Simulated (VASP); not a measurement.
# MnS (F-43m) in VASP: single point with PBE

Aim: the single point of MnS with PBE.

Program: VASP 6.6.1. These are calculated values, not measurements. Logs are shortened: lines on timing, memory, paths and dates and some standing lists are left out, and cuts for length are marked.

**1. The cell of the first run**

It takes space group F-43m (No. 216, cubic). Conventional cell: a = 5.600 Å, b = 5.600 Å, c = 5.600 Å, α = 90.00°, β = 90.00°, γ = 90.00°. Within 3.2 Å of Mn (site symmetry -43m) lie 4 S at 2.42 Å. Within 3.2 Å of S (site symmetry -43m) lie 4 Mn at 2.42 Å.

**2. Single point, PBE, collinear spin, ferromagnetic start**

File INCAR:

```
PREC = Accurate
ENCUT = 520
EDIFF = 1E-6
ISMEAR = -1
SIGMA = 0.05
LREAL = F
LASPH = T
NELM = 150
ALGO = Normal
ISIF = 2
LWAVE = F
LCHARG = F
ISPIN = 2
MAGMOM = 4.5 0
LORBIT = 11
LMAXMIX = 4
GGA = PE
NBANDS = 20
```

File KPOINTS:

```
Automatic mesh
0
Gamma
  7 7 7
```

File POSCAR:

```
MnS
1.0
    0.0000000000      2.8000000000      2.8000000000
    2.8000000000      0.0000000000      2.8000000000
    2.8000000000      2.8000000000      0.0000000000
Mn S
1 1
Direct
    0.0000000000      0.0000000000      0.0000000000
    0.7500000000      0.7500000000      0.7500000000
```

Potentials or basis: VASP PAW PBE potentials, release 64 (Mn_pv, S).

Command:

```
> cat potpaw_PBE.64/Mn_pv/POTCAR potpaw_PBE.64/S/POTCAR > POTCAR
> mpirun -np 1 vasp_std > vasp.out
```

OUTCAR:

```text
PREC = Accurate
   ENCUT = 520
   EDIFF = 1E-6
   ISMEAR = -1
   LREAL = F
   LASPH = T
   NELM = 150
   ISIF = 2
   ISPIN = 2
   LORBIT = 11
   GGA = PE

 ion  position               nearest neighbor table
   1  0.000  0.000  0.000-   2 2.42   2 2.42   2 2.42   2 2.42
   2  0.750  0.750  0.750-   1 2.42   1 2.42   1 2.42   1 2.42

  LATTYP: Found a face centered cubic cell.
 ALAT       =     5.6000000000

  Lattice vectors:

 A1 = (   0.0000000000,   2.8000000000,   2.8000000000)
 A2 = (   2.8000000000,   0.0000000000,   2.8000000000)
 A3 = (   2.8000000000,   2.8000000000,   0.0000000000)

Analysis of symmetry for initial positions (statically):
=====================================================================
 Subroutine PRICEL returns:
 Original cell was already a primitive cell.

 Routine SETGRP: Setting up the symmetry group for a
 face centered cubic supercell.

 Subroutine GETGRP returns: Found 24 space group operations
 (whereof 24 operations were pure point group operations)
 out of a pool of 48 trial point group operations.

The static configuration has the point symmetry T_d .

Analysis of symmetry for dynamics (positions and initial velocities):
=====================================================================
 Subroutine PRICEL returns:
 Original cell was already a primitive cell.

 Routine SETGRP: Setting up the symmetry group for a
 face centered cubic supercell.

 Subroutine GETGRP returns: Found 24 space group operations
 (whereof 24 operations were pure point group operations)
 out of a pool of 48 trial point group operations.

The dynamic configuration has the point symmetry T_d .

Analysis of structural, dynamic, and magnetic symmetry:
=====================================================================
 Subroutine PRICEL returns:
 Original cell was already a primitive cell.

 Routine SETGRP: Setting up the symmetry group for a
 face centered cubic supercell.

 Subroutine GETGRP returns: Found 24 space group operations
 (whereof 24 operations were pure point group operations)
 out of a pool of 48 trial point group operations.

The overall configuration has the point symmetry T_d .

 Subroutine INISYM returns: Found 24 space group operations
 (whereof 24 operations are pure point group operations),
 and found     1 'primitive' translations

----------------------------------------------------------------------------------------

                                     Primitive cell

  volume of cell :      43.9040

  direct lattice vectors                    reciprocal lattice vectors
     0.000000000  2.800000000  2.800000000    -0.178571429  0.178571429  0.178571429
     2.800000000  0.000000000  2.800000000     0.178571429 -0.178571429  0.178571429
     2.800000000  2.800000000  0.000000000     0.178571429  0.178571429 -0.178571429

  length of vectors
     3.959797975  3.959797975  3.959797975     0.309294787  0.309294787  0.309294787

  position of ions in fractional coordinates (direct lattice)
     0.000000000  0.000000000  0.000000000
     0.750000000  0.750000000  0.750000000

  ion indices of the primitive-cell ions
   primitive index   ion index
                 1           1
                 2           2

----------------------------------------------------------------------------------------

 KPOINTS: Automatic mesh

Automatic generation of k-mesh.
 Grid dimensions read from file:
 generate k-points for:    7    7    7

 Generating k-lattice:

  Cartesian coordinates                     Fractional coordinates (reciprocal lattice)
    -0.025510204  0.025510204  0.025510204     0.142857143  0.000000000  0.000000000
     0.025510204 -0.025510204  0.025510204     0.000000000  0.142857143  0.000000000
     0.025510204  0.025510204 -0.025510204     0.000000000  0.000000000  0.142857143

  Length of vectors
     0.044184970  0.044184970  0.044184970

  Shift w.r.t. Gamma in fractional coordinates (k-lattice)
     0.000000000  0.000000000  0.000000000

 Subroutine IBZKPT returns following result:
 ===========================================

 Found     20 irreducible k-points:

 Following reciprocal coordinates:
            Coordinates               Weight
  0.000000  0.000000  0.000000      1.000000
  0.142857  0.000000  0.000000      8.000000
  0.285714  0.000000  0.000000      8.000000
  0.428571  0.000000  0.000000      8.000000
  0.142857  0.142857  0.000000      6.000000
  0.285714  0.142857  0.000000     24.000000
[... 12 lines left out ...]
 -0.428571  0.428571  0.142857     24.000000
 -0.285714  0.428571  0.142857     24.000000
   k-points           NKPTS =     20   k-points in BZ     NKDIM =     20   number of bands    NBANDS=     20
   number of dos      NEDOS =    301   number of ions     NIONS =      2
   total plane-waves  NPLWV =  27000
   dimension x,y,z NGX =    30 NGY =   30 NGZ =   30
   dimension x,y,z NGXF=    60 NGYF=   60 NGZF=   60
   ions per type =               1   1
   NGX,Y,Z   is equivalent  to a cutoff of  12.60, 12.60, 12.60 a.u.
   NGXF,Y,Z  is equivalent  to a cutoff of  25.19, 25.19, 25.19 a.u.
 SYSTEM =  unknown system
   PREC   = accura    normal or accurate (medium, high low for compatibility)
   ISTART =      0    job   : 0-new  1-cont  2-samecut
   ICHARG =      2    charge: 1-file 2-atom 10-const
   ISPIN  =      2    spin polarized calculation?
   LNONCOLLINEAR =      F non collinear calculations
   LSORBIT =      F    spin-orbit coupling
   LASPH  =      T    aspherical Exc in radial PAW
   ENCUT  =  520.0 eV  38.22 Ry    6.18 a.u.   7.36  7.36  7.36*2*pi/ulx,y,z
   NELM   =    150;   NELMIN=  2; NELMDL= -5     # of ELM steps
   EDIFF  = 0.1E-05   stopping-criterion for ELM
   LREAL  =      F    real-space projection
   EDIFFG = 0.1E-04   stopping-criterion for IOM
   NSW    =      0    number of steps for IOM
   IBRION =     -1    ionic relax: 0-MD 1-quasi-New 2-CG
   NFREE  =      0    steps in history (QN), initial steepest desc. (CG)
   ISIF   =      2    stress and relaxation
   ISYM   =      2    0-nonsym 1-usesym 2-fastsym
   POTIM  = 0.5000    time-step for ionic-motion
   TEBEG  =    0.0;   TEEND  =   0.0 temperature during run
   PSTRESS=    0.0 pullay stress
   NELECT =      19.0000    total number of electrons
   NUPDOWN=      -1.0000    fix difference up-down
   EMIN   =  10.00;   EMAX   =-10.00  energy-range for DOS
   EFERMI =   0.00;   METHOD = LEGACY
   ISMEAR =    -1;   SIGMA  =   0.05  broadening in eV -4-tet -1-fermi 0-gaus
   EFERMI_NEDOS =   21; number of points for ismear=-14 and -15
   IALGO  =     38    algorithm
   IMIX   =      4    mixing-type and parameters
     AMIX     =   0.40;   BMIX     =  1.00
     AMIX_MAG =   1.60;   BMIX_MAG =  1.00
  volume/ion in A,a.u.               =      21.95       148.14
  Fermi-wavevector in a.u.,A,eV,Ry     =   1.238297  2.340041 20.862879  1.533378
  Thomas-Fermi vector in A             =   2.372828
   LORBIT       =     11    0 simple, 1 ext, 2 COOP (PROOUT), +10 PAW based schemes
   GGA     = PE    functional components
   LHFCALC =     F    Hartree Fock is set to
   AEXX    =    0.0000 exact exchange contribution
   IVDW    =     0    specifies the selected vdW correction
   LEPSILON=     F    determine dielectric tensor
   LRPA    =     F    only Hartree local field effects (RPA)
 spin polarized calculation
  energy-cutoff  :      520.00
  volume of cell :       43.90
 maximum number of plane-waves:      1243
 NGX is ok and might be reduce to    30
   NGX = 15   NGY = 15   NGZ = 15

 number of electron      18.9999987 magnetization       4.8931140

 Free energy of the ion-electron system (eV)
  ---------------------------------------------------
  ext. energy  EPLUGINS =         0.00000000
  ---------------------------------------------------
  free energy    TOTEN  =       -14.08501381 eV

  energy without entropy =      -14.07662336  energy(sigma->0) =      -14.08081859

 E-fermi :   4.5127     XC(G=0):  -9.3184

 val. band max:        4.4623863304   @ k =  -0.1429   0.1429   0.0000
 cond. band min:       4.5184335035   @ k =  -0.4286   0.4286   0.0000
 fundamental gap:      0.0560471731
 Fermi energy:         4.5126624895

 spin component 1

 k-point     1 :       0.0000    0.0000    0.0000
  band No.  band energies     occupation
      1     -46.2323      1.00000
      2     -46.2323      1.00000
      3     -46.2323      1.00000
      4      -9.3970      1.00000
      5      -0.3556      1.00000
      6      -0.3556      1.00000
[... 12 lines left out ...]
     19      16.5423      0.00000
     20      17.1749      0.00000
[... 415 lines left out ...]
 k-point    20 :      -0.2857    0.4286    0.1429
  band No.  band energies     occupation
      1     -46.2348      1.00000
      2     -46.2342      1.00000
      3     -46.2334      1.00000
      4      -8.5100      1.00000
      5      -0.7716      1.00000
      6      -0.4569      1.00000
[... 12 lines left out ...]
     19      18.1640      0.00000
     20      18.5604      0.00000
 Fermi energy:         4.5126624895

 spin component 2

 k-point     1 :       0.0000    0.0000    0.0000
  band No.  band energies     occupation
      1     -41.6601      1.00000
      2     -41.6601      1.00000
      3     -41.6601      1.00000
      4      -9.0946      1.00000
      5       1.1981      1.00000
      6       1.1981      1.00000
[... 12 lines left out ...]
     19      17.3869      0.00000
     20      18.1182      0.00000
[... 415 lines left out ...]
 k-point    20 :      -0.2857    0.4286    0.1429
  band No.  band energies     occupation
      1     -41.6639      1.00000
      2     -41.6629      1.00000
      3     -41.6617      1.00000
      4      -8.2635      1.00000
      5       0.0504      1.00000
      6       0.2783      1.00000
[... 12 lines left out ...]
     19      18.7973      0.00000
     20      19.1782      0.00000

------------------------ aborting loop because EDIFF is reached ----------------------------------------

  FORCE on cell =-STRESS in cart. coord.  units (eV):
  Direction    XX          YY          ZZ          XY          YZ          ZX
  --------------------------------------------------------------------------------------
  -------------------------------------------------------------------------------------
  Total        0.2268150      0.2268150      0.2268150      0.0000000      0.0000000     -0.0000000
  in kB        8.2771009      8.2771009      8.2771009      0.0000000      0.0000000     -0.0000000
  external PRESSURE =       8.2771009 kB  Pullay stress =       0.0000000 kB

 VOLUME and BASIS-vectors are now :
 -----------------------------------------------------------------------------
  energy-cutoff  :      520.00
  volume of cell :       43.90
      direct lattice vectors                 reciprocal lattice vectors
     0.000000000  2.800000000  2.800000000    -0.178571429  0.178571429  0.178571429
     2.800000000  0.000000000  2.800000000     0.178571429 -0.178571429  0.178571429
     2.800000000  2.800000000  0.000000000     0.178571429  0.178571429 -0.178571429

 POSITION                                       TOTAL-FORCE (eV/Angst)
 -----------------------------------------------------------------------------------
      0.00000      0.00000      0.00000        -0.000000     -0.000000     -0.000000
      4.20000      4.20000      4.20000         0.000000      0.000000      0.000000
 -----------------------------------------------------------------------------------
    total drift:                                0.000000      0.000000      0.000000

  FREE ENERGIE OF THE ION-ELECTRON SYSTEM (eV)
  ---------------------------------------------------
  free  energy   TOTEN  =       -14.0850138147 eV

  energy  without entropy=      -14.0766233566  energy(sigma->0) =      -14.08081859

 total charge

# of ion       s       p       d       tot
------------------------------------------
    1        0.260   6.212   4.904  11.376
    2        1.315   2.447   0.000   3.762
--------------------------------------------------
tot          1.575   8.659   4.904  15.138

 magnetization (x)

# of ion       s       p       d       tot
------------------------------------------
    1        0.049   0.065   4.199   4.313
    2        0.011   0.071   0.000   0.082
--------------------------------------------------
tot          0.060   0.136   4.199   4.396
```

Run time: 63 s. Hardware: 1 thread of Intel Xeon 8259CL, shared host; peak memory 0.19 GiB.

Results:

```
Free energy                                           : -14.0850 eV
Pressure                                              : 0.8 GPa
Net moment                                            : 4.89 μB per cell
Site moments                                          : Mn +4.31; S +0.08 μB
Valence electrons inside the program's atomic spheres : Mn 11.38; S 3.76
```

Caveat: a cell with one magnetic atom can't hold antiferromagnetic order, which such compounds often take; semilocal functionals often make such compounds metallic where correlation or magnetic order opens a gap, which also shifts bond lengths. With open d or f shells a metallic result of PBE can be an artefact of self-interaction; +U or a hybrid may open a gap.
